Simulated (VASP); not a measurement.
Input of a VASP 6.6.1 run:

File INCAR:

```
SYSTEM = TlZnO2
  PREC = Accurate
  ENCUT = 520
  EDIFF = 1E-6
  ISMEAR = 0
  SIGMA = 0.1
  LREAL = .FALSE.
  LASPH = .TRUE.
  NELM = 100
  ALGO = Normal
  ISIF = 2
  LWAVE = .FALSE.
  LCHARG = .FALSE.
  GGA = PE
  NBANDS = 26
```

File KPOINTS:

```
Automatic mesh
0
G
  4 4 6
  0 0 0
```

Contents of POSCAR:

```
TlZnO2
1.0
    3.9600000000      0.0000000000      0.0000000000
    0.0000000000      3.9600000000      0.0000000000
    0.0000000000      0.0000000000      3.4101173000
Zn Tl O
1 1 2
Direct
    0.0000000000      0.0000000000      0.0000000000
    0.5000000000      0.5000000000      0.5000000000
    0.5000000000      0.0000000000      0.0000000000
    0.0000000000      0.5000000000      0.0000000000
```

Potentials or basis: VASP PAW PBE potentials, release 64 (Zn, Tl_d, O).

Run with:

```sh
$ cat potpaw_PBE.64/Zn/POTCAR potpaw_PBE.64/Tl_d/POTCAR potpaw_PBE.64/O/POTCAR > POTCAR
$ mpirun -np 1 vasp_std > vasp.out
```

**Question.** What does it give for the pressure?

**Answer.** 9.1 GPa.

Stress tensor (GPa, compression positive):
```
11.23  0.00  0.00
 0.00 11.23  0.00
 0.00  0.00  4.80
```

Caveat: the k points lie up to 0.40 Å⁻¹ apart; an odd number of electrons without spin polarisation forces a metal; a magnetic or distorted state may lie lower.
